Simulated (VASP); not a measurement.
## TaN: single point with PBEsol

TaN:

```
Ta N
1.0
     0.00000    2.11086    2.32195
     2.11086    0.00000    2.32195
     2.11086    2.11086    0.00000
Ta N
1 1
Direct
  0.50000 0.50000 0.50000
  0.00000 0.00000 0.00000
```

This cell differs from its parent crystal: ratio of the length along z to the lengths across it x 1.1, volume and fractional coordinates fixed.

| Property | Result |
| --- | --- |
| Program | VASP 6.6.1 |
| Task | single point |
| Functional | PBEsol |
| Potentials or basis | VASP PAW PBE potentials, release 64 (Ta_pv, N) |
| Cutoff | 520 eV |
| k mesh | 20 × 20 × 20 |
| Occupations | gaussian, width 0.15 eV |
| Spin | no spin polarisation |
| Dipole correction | no |
| Further INCAR settings | ALGO = Normal; EDIFF = 1e-07; NBANDS = 15 |

```yaml
Pressure: 13.7 GPa
Band_gap_on_the_k_mesh: zero (bands 8 and 9 overlap by 3.74 eV)
```

Stress tensor (GPa, compression positive):
```
 28.48   0.00   0.00
  0.00  28.48   0.00
  0.00   0.00 -15.99
```

Levels at points of the mesh, in eV from the Fermi level:
| k point | band 4 | band 5 | band 6 | band 7 | band 8 | band 9 | band 10 | band 11 | band 12 | band 13 |
| --- | --- | --- | --- | --- | --- | --- | --- | --- | --- | --- |
| (0.00, 0.00, 0.00) | -19.01 | -4.07 | -3.67 | -3.67 | -2.92 | -1.66 | -1.66 | -1.45 | 0.78 | 2.94 |
| (0.50, 0.00, 0.00) | -15.66 | -10.58 | -7.86 | -7.79 | 1.86 | 2.20 | 2.62 | 3.85 | 6.31 | 9.21 |
| (0.50, 0.50, 0.00) | -17.83 | -7.22 | -5.54 | -4.30 | -4.30 | 2.25 | 3.72 | 3.72 | 4.67 | 7.12 |
| (0.50, 0.00, 0.50) | -17.74 | -6.24 | -5.61 | -4.90 | -4.56 | 1.83 | 3.00 | 4.50 | 5.61 | 7.60 |

It took 2.7 min on 1 thread of Intel(R) Xeon(R) Platinum 8259CL CPU @ 2.50GHz (Skylake/Cascade Lake), on a shared host, peak memory 0.31 GiB.

Caveat: the cell stands under pressure; the PAW data sets were made with another functional, which shifts forces and pressure a little; spin-orbit coupling is left out, which moves the levels of the heavy elements.
